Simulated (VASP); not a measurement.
# NaH (Fm-3m) in VASP: notebook

The runs below take NaH through single point, with PBE.

Program: VASP 6.6.1. These are calculated values, not measurements. Logs are shortened: lines on timing, memory, paths and dates and some standing lists are left out, and cuts for length are marked.

## (1) The cell of the first run

It takes space group Fm-3m (No. 225, cubic). Conventional cell: a = 4.927 Å, b = 4.927 Å, c = 4.927 Å, α = 90.00°, β = 90.00°, γ = 90.00°. Na (site symmetry m-3m) has 6 H at 2.46 Å within 3.3 Å. Within 3.3 Å of H (site symmetry m-3m) lie 6 Na at 2.46 Å.

## (2) Single point, PBE (volume changed by +6%)

File INCAR:

```
SYSTEM = NaH
PREC     = Accurate       ! precision mode
ENCUT    = 520            ! plane-wave cutoff, eV
EDIFF    = 1E-7           ! SCF threshold, eV
ISMEAR   = 0              ! smearing method
SIGMA    = 0.01           ! smearing width, eV
LREAL    = .FALSE.        ! projectors in reciprocal space
LASPH    = .TRUE.         ! aspherical terms in the spheres
NELM     = 80             ! most SCF steps
ALGO     = Normal         ! electronic algorithm
ISIF     = 2              ! what is computed and relaxed
LWAVE    = .FALSE.        ! write WAVECAR
LCHARG   = .TRUE.         ! write CHGCAR
GGA      = PE             ! functional
LELF     = .TRUE.         ! ELF
LVHAR    = .TRUE.       
NBANDS   = 11             ! bands
```

File KPOINTS:

```
Automatic mesh
0
G
  8 8 8
  0 0 0
```

File POSCAR:

```
NaH
1.0
    0.0000000000      2.4635576624      2.4635576624
    2.4635576624      0.0000000000      2.4635576624
    2.4635576624      2.4635576624      0.0000000000
Na H
1 1
Direct
    0.0000000000      0.0000000000      0.0000000000
    0.5000000000      0.5000000000      0.5000000000
```

Potentials or basis: VASP PAW PBE potentials, release 64 (Na_pv, H).

Run with:

```
$ cat potpaw_PBE.64/Na_pv/POTCAR potpaw_PBE.64/H/POTCAR > POTCAR
$ mpirun -np 1 vasp_std > vasp.out
```

OUTCAR:

```text
SYSTEM = NaH
   PREC = Accurate
   ENCUT = 520
   EDIFF = 1E-7
   ISMEAR = 0
   LREAL = .FALSE.
   LASPH = .TRUE.
   NELM = 80
   ISIF = 2
   GGA = PE

 ion  position               nearest neighbor table
   1  0.000  0.000  0.000-
   2  0.500  0.500  0.500-

  LATTYP: Found a face centered cubic cell.
 ALAT       =     4.9271153248

  Lattice vectors:

 A1 = (   0.0000000000,   2.4635576624,   2.4635576624)
 A2 = (   2.4635576624,   0.0000000000,   2.4635576624)
 A3 = (   2.4635576624,   2.4635576624,   0.0000000000)

Analysis of symmetry for initial positions (statically):
=====================================================================
 Subroutine PRICEL returns:
 Original cell was already a primitive cell.

 Routine SETGRP: Setting up the symmetry group for a
 face centered cubic supercell.

 Subroutine GETGRP returns: Found 48 space group operations
 (whereof 48 operations were pure point group operations)
 out of a pool of 48 trial point group operations.

The static configuration has the point symmetry O_h .

Analysis of symmetry for dynamics (positions and initial velocities):
=====================================================================
 Subroutine PRICEL returns:
 Original cell was already a primitive cell.

 Routine SETGRP: Setting up the symmetry group for a
 face centered cubic supercell.

 Subroutine GETGRP returns: Found 48 space group operations
 (whereof 48 operations were pure point group operations)
 out of a pool of 48 trial point group operations.

The dynamic configuration has the point symmetry O_h .

 Subroutine INISYM returns: Found 48 space group operations
 (whereof 48 operations are pure point group operations),
 and found     1 'primitive' translations

----------------------------------------------------------------------------------------

                                     Primitive cell

  volume of cell :      29.9032

  direct lattice vectors                    reciprocal lattice vectors
     0.000000000  2.463557662  2.463557662    -0.202958513  0.202958513  0.202958513
     2.463557662  0.000000000  2.463557662     0.202958513 -0.202958513  0.202958513
     2.463557662  2.463557662  0.000000000     0.202958513  0.202958513 -0.202958513

  length of vectors
     3.483996658  3.483996658  3.483996658     0.351534456  0.351534456  0.351534456

  position of ions in fractional coordinates (direct lattice)
     0.000000000  0.000000000  0.000000000
     0.500000000  0.500000000  0.500000000

  ion indices of the primitive-cell ions
   primitive index   ion index
                 1           1
                 2           2

----------------------------------------------------------------------------------------

 KPOINTS: Automatic mesh

Automatic generation of k-mesh.
 Grid dimensions read from file:
 generate k-points for:    8    8    8

 Generating k-lattice:

  Cartesian coordinates                     Fractional coordinates (reciprocal lattice)
    -0.025369814  0.025369814  0.025369814     0.125000000  0.000000000  0.000000000
     0.025369814 -0.025369814  0.025369814     0.000000000  0.125000000  0.000000000
     0.025369814  0.025369814 -0.025369814     0.000000000  0.000000000  0.125000000

  Length of vectors
     0.043941807  0.043941807  0.043941807

  Shift w.r.t. Gamma in fractional coordinates (k-lattice)
     0.000000000  0.000000000  0.000000000

 Subroutine IBZKPT returns following result:
 ===========================================

 Found     29 irreducible k-points:

 Following reciprocal coordinates:
            Coordinates               Weight
  0.000000  0.000000  0.000000      1.000000
  0.125000  0.000000  0.000000      8.000000
  0.250000  0.000000  0.000000      8.000000
  0.375000  0.000000  0.000000      8.000000
  0.500000  0.000000  0.000000      4.000000
  0.125000  0.125000  0.000000      6.000000
[... 16 lines left out ...]
  0.500000  0.250000  0.125000     48.000000
 -0.375000  0.250000  0.125000     24.000000
 [... further k-points ...]
   k-points           NKPTS =     29   k-points in BZ     NKDIM =     29   number of bands    NBANDS=     11
   number of dos      NEDOS =    301   number of ions     NIONS =      2
   total plane-waves  NPLWV =  21952
   dimension x,y,z NGX =    28 NGY =   28 NGZ =   28
   dimension x,y,z NGXF=    56 NGYF=   56 NGZF=   56
   ions per type =               1   1
   NGX,Y,Z   is equivalent  to a cutoff of  13.36, 13.36, 13.36 a.u.
   NGXF,Y,Z  is equivalent  to a cutoff of  26.72, 26.72, 26.72 a.u.
 SYSTEM =  NaH
   PREC   = accura    normal or accurate (medium, high low for compatibility)
   ISTART =      0    job   : 0-new  1-cont  2-samecut
   ICHARG =      2    charge: 1-file 2-atom 10-const
   ISPIN  =      1    spin polarized calculation?
   LNONCOLLINEAR =      F non collinear calculations
   LSORBIT =      F    spin-orbit coupling
   LASPH  =      T    aspherical Exc in radial PAW
   ENCUT  =  520.0 eV  38.22 Ry    6.18 a.u.   6.48  6.48  6.48*2*pi/ulx,y,z
   NELM   =     80;   NELMIN=  2; NELMDL= -5     # of ELM steps
   EDIFF  = 0.1E-06   stopping-criterion for ELM
   LREAL  =      F    real-space projection
   EDIFFG = 0.1E-05   stopping-criterion for IOM
   NSW    =      0    number of steps for IOM
   IBRION =     -1    ionic relax: 0-MD 1-quasi-New 2-CG
   NFREE  =      0    steps in history (QN), initial steepest desc. (CG)
   ISIF   =      2    stress and relaxation
   ISYM   =      2    0-nonsym 1-usesym 2-fastsym
   POTIM  = 0.5000    time-step for ionic-motion
   TEBEG  =    0.0;   TEEND  =   0.0 temperature during run
   PSTRESS=    0.0 pullay stress
   NELECT =       8.0000    total number of electrons
   NUPDOWN=      -1.0000    fix difference up-down
   EMIN   =  10.00;   EMAX   =-10.00  energy-range for DOS
   EFERMI =   0.00;   METHOD = LEGACY
   ISMEAR =     0;   SIGMA  =   0.01  broadening in eV -4-tet -1-fermi 0-gaus
   EFERMI_NEDOS =   21; number of points for ismear=-14 and -15
   IALGO  =     38    algorithm
   IMIX   =      4    mixing-type and parameters
     AMIX     =   0.40;   BMIX     =  1.00
     AMIX_MAG =   1.60;   BMIX_MAG =  1.00
  volume/ion in A,a.u.               =      14.95       100.90
  Fermi-wavevector in a.u.,A,eV,Ry     =   1.054870  1.993414 15.139880  1.112750
  Thomas-Fermi vector in A             =   2.190046
   LORBIT       =      0    0 simple, 1 ext, 2 COOP (PROOUT), +10 PAW based schemes
   GGA     = PE    functional components
   LHFCALC =     F    Hartree Fock is set to
   AEXX    =    0.0000 exact exchange contribution
   IVDW    =     0    specifies the selected vdW correction
   LEPSILON=     F    determine dielectric tensor
   LRPA    =     F    only Hartree local field effects (RPA)
 non-spin polarized calculation
 Gauss-broadening in eV      SIGMA  =   0.01
  energy-cutoff  :      520.00
  volume of cell :       29.90
 maximum number of plane-waves:       821
 NGX is ok and might be reduce to    28
   NGX = 13   NGY = 13   NGZ = 13

 number of electron       8.0000006 magnetization

 Free energy of the ion-electron system (eV)
  ---------------------------------------------------
  ext. energy  EPLUGINS =         0.00000000
  ---------------------------------------------------
  free energy    TOTEN  =        -5.08121203 eV

  energy without entropy =       -5.08121203  energy(sigma->0) =       -5.08121203

 E-fermi :  -1.2208     XC(G=0):  -7.5774

 val. band max:       -1.2915939991   @ k =  -0.2500   0.5000   0.2500
 cond. band min:       2.3730429975   @ k =   0.5000   0.0000   0.0000
 fundamental gap:      3.6646369966
 Fermi energy:        -1.2208094800

 k-point     1 :       0.0000    0.0000    0.0000
  band No.  band energies     occupation
      1     -23.4991      2.00000
      2     -23.4991      2.00000
      3     -23.4991      2.00000
      4      -4.7479      2.00000
      5       8.6261      0.00000
      6      13.8832      0.00000
      7      13.8832      0.00000
      8      13.8832      0.00000
      9      14.6034      0.00000
     10      14.6034      0.00000
     11      14.6034      0.00000

 k-point     2 :       0.1250    0.0000    0.0000
  band No.  band energies     occupation
      1     -23.5104      2.00000
      2     -23.5005      2.00000
      3     -23.5005      2.00000
      4      -4.4921      2.00000
      5       7.8185      0.00000
      6      11.3116      0.00000
      7      13.0566      0.00000
      8      13.0566      0.00000
      9      15.6373      0.00000
     10      15.6373      0.00000
     11      15.7281      0.00000

 k-point     3 :       0.2500    0.0000    0.0000
  band No.  band energies     occupation
      1     -23.5375      2.00000
      2     -23.5038      2.00000
      3     -23.5038      2.00000
      4      -3.7651      2.00000
      5       5.6649      0.00000
      6       9.8420      0.00000
      7      12.3039      0.00000
      8      12.3039      0.00000
      9      15.5823      0.00000
     10      15.5823      0.00000
     11      16.8397      0.00000

 k-point     4 :       0.3750    0.0000    0.0000
  band No.  band energies     occupation
      1     -23.5643      2.00000
      2     -23.5071      2.00000
      3     -23.5071      2.00000
      4      -2.7473      2.00000
      5       3.4359      0.00000
      6       9.2603      0.00000
      7      11.8735      0.00000
      8      11.8735      0.00000
      9      14.7744      0.00000
     10      14.7744      0.00000
     11      17.0405      0.00000

 k-point     5 :       0.5000    0.0000    0.0000
  band No.  band energies     occupation
      1     -23.5753      2.00000
      2     -23.5085      2.00000
      3     -23.5085      2.00000
      4      -2.1177      2.00000
      5       2.3730      0.00000
      6       9.0977      0.00000
      7      11.7364      0.00000
      8      11.7364      0.00000
      9      14.4671      0.00000
     10      14.4671      0.00000
     11      16.8919      0.00000
[... 211 lines left out ...]
 k-point    21 :       0.5000    0.5000    0.0000
  band No.  band energies     occupation
      1     -23.5675      2.00000
      2     -23.5253      2.00000
      3     -23.5253      2.00000
      4      -1.4556      2.00000
      5       3.2353      0.00000
      6       8.5271      0.00000
      7       9.0287      0.00000
      8       9.0287      0.00000
      9       9.8895      0.00000
     10      21.5468      0.00000
     11      23.4621      0.00000

 k-point    22 :       0.3750    0.2500    0.1250
  band No.  band energies     occupation
      1     -23.5437      2.00000
      2     -23.5172      2.00000
      3     -23.5082      2.00000
      4      -3.1772      2.00000
      5       5.3160      0.00000
      6       7.7012      0.00000
      7      10.5531      0.00000
      8      13.3760      0.00000
      9      13.5531      0.00000
     10      16.0588      0.00000
     11      18.5968      0.00000

 k-point    23 :       0.5000    0.2500    0.1250
  band No.  band energies     occupation
      1     -23.5578      2.00000
      2     -23.5250      2.00000
      3     -23.5123      2.00000
      4      -2.2773      2.00000
      5       3.9288      0.00000
      6       6.5658      0.00000
      7       9.6973      0.00000
      8      13.1463      0.00000
      9      14.4690      0.00000
     10      16.3662      0.00000
     11      18.4158      0.00000

 k-point    24 :      -0.3750    0.2500    0.1250
  band No.  band energies     occupation
      1     -23.5639      2.00000
      2     -23.5275      2.00000
      3     -23.5147      2.00000
      4      -1.7568      2.00000
      5       3.1295      0.00000
      6       6.3059      0.00000
      7       9.3485      0.00000
      8      13.0774      0.00000
      9      14.3254      0.00000
     10      17.4237      0.00000
     11      19.4519      0.00000

 [... further k-points ...]
[... 5 lines left out ...]
  --------------------------------------------------------------------------------------
  -------------------------------------------------------------------------------------
  Total       -0.2349379     -0.2349379     -0.2349379     -0.0000000     -0.0000000     -0.0000000
  in kB      -12.5876762    -12.5876762    -12.5876762     -0.0000000     -0.0000000     -0.0000000
  external PRESSURE =     -12.5876762 kB  Pullay stress =       0.0000000 kB

 VOLUME and BASIS-vectors are now :
 -----------------------------------------------------------------------------
  energy-cutoff  :      520.00
  volume of cell :       29.90
      direct lattice vectors                 reciprocal lattice vectors
     0.000000000  2.463557662  2.463557662    -0.202958513  0.202958513  0.202958513
     2.463557662  0.000000000  2.463557662     0.202958513 -0.202958513  0.202958513
     2.463557662  2.463557662  0.000000000     0.202958513  0.202958513 -0.202958513

 POSITION                                       TOTAL-FORCE (eV/Angst)
 -----------------------------------------------------------------------------------
      0.00000      0.00000      0.00000         0.000000     -0.000000      0.000000
      2.46356      2.46356      2.46356        -0.000000      0.000000     -0.000000
 -----------------------------------------------------------------------------------
    total drift:                               -0.000000      0.000000      0.000000

  FREE ENERGIE OF THE ION-ELECTRON SYSTEM (eV)
  ---------------------------------------------------
  free  energy   TOTEN  =        -5.0812120255 eV

  energy  without entropy=       -5.0812120255  energy(sigma->0) =       -5.08121203
```

Wall time 25 s (1 thread of AMD EPYC 7R13, shared host); peak memory 0.12 GiB.

Results:

| Property | Result |
| --- | --- |
| Free energy | -5.0812 eV |
| Pressure | -1.3 GPa |
| Band gap on the k mesh | 3.66 eV, indirect (least direct gap 4.49 eV) |

Caveat: the cell differs from its parent crystal (volume changed by +6%). A k mesh can miss the band edges.

## (3) Single point, PBE

This run uses another cell than the first one, of 13.78 Å³/atom, 0.922 times its volume.

File INCAR:

```
ALGO = Normal ; EDIFF = 1E-7
ENCUT = 520 ; GGA = PE
ISIF = 2 ; ISMEAR = 0
LASPH = T ; LCHARG = F
LREAL = F ; LWAVE = F
NBANDS = 11 ; NELM = 60
PREC = Accurate ; SIGMA = 0.01
```

File KPOINTS:

```
k-points
0
Gamma
  10 10 10
```

File POSCAR:

```
NaH
1.0
    0.0000000000      2.3975122828      2.3975122828
    2.3975122828      0.0000000000      2.3975122828
    2.3975122828      2.3975122828      0.0000000000
Na H
1 1
Direct
    0.0000000000      0.0000000000      0.0000000000
    0.5000000000      0.5000000000      0.5000000000
```

Potentials or basis: VASP PAW PBE potentials, release 64 (Na_pv, H).

Run with:

```
$ cat potpaw_PBE.64/Na_pv/POTCAR potpaw_PBE.64/H/POTCAR > POTCAR
$ mpirun -np 1 vasp_std > vasp.out
```

It took 38 s on 1 thread of AMD EPYC 7R13, shared host; peak memory 0.12 GiB.

It converged, with:

```yaml
Free_energy: -5.0864 eV
Pressure: 0.5 GPa
Band_gap_on_the_k_mesh: 3.82 eV, indirect (least direct gap 4.67 eV)
```

Levels at points of the mesh, in eV from the valence-band top:
```
           k point  band 2  band 3  band 4  band 5  band 6  band 7
(0.00, 0.00, 0.00)  -22.04  -22.04   -3.67   10.64   15.80   15.80
(0.50, 0.00, 0.00)  -22.06  -22.06   -0.85    3.82   10.96   13.55
(0.50, 0.50, 0.00)  -22.08  -22.08   -0.16    4.70   10.14   10.84
```

A k mesh can miss the band edges.
